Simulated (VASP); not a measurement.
Runs of VASP 6.6.1 on Ca. The structure is that of space group Fm-3m (No. 225), or close to it. The cells are those of the table. 

```tsv
spin	cell	k mesh	gap on the mesh (eV)	pressure (GPa)
off	a = 3.970 Å, angles 60.0°, 1 atom	16 × 16 × 16	none	-0.6
off	a = 3.919 Å, angles 60.0°, 1 atom	10 × 10 × 10	none	0.0
off	a = 3.811 Å, angles 60.0°, 1 atom	16 × 16 × 16	none	(a)
off	a = 4.070 Å, angles 60.0°, 1 atom	16 × 16 × 16	none	(b)
non-collinear, zero start, SOC	a = 3.919 Å, angles 60.0°, 1 atom	10 × 10 × 10	-	0.0
off	a = 3.919 Å, angles 60.0°, 1 atom	16 × 16 × 16	none	0.0
off	a = 3.866 Å, angles 60.0°, 1 atom	16 × 16 × 16	none	0.7
off	a = 3.755 Å, angles 60.0°, 1 atom	16 × 16 × 16	none	2.6
```

Alike in all rows: task single point; level BLYP; potentials or basis VASP PAW PBE potentials, release 64 (Ca_sv); cutoff (eV) 520; smearing fermi-dirac 0.1 eV.

Problem. Fill in the values left out.

Solution. (a) 1.6; (b) -1.5.

Caveats: the PAW data sets were made with another functional, which shifts forces and pressure a little.

A gap of «none» marks levels without a gap at the run's occupations.
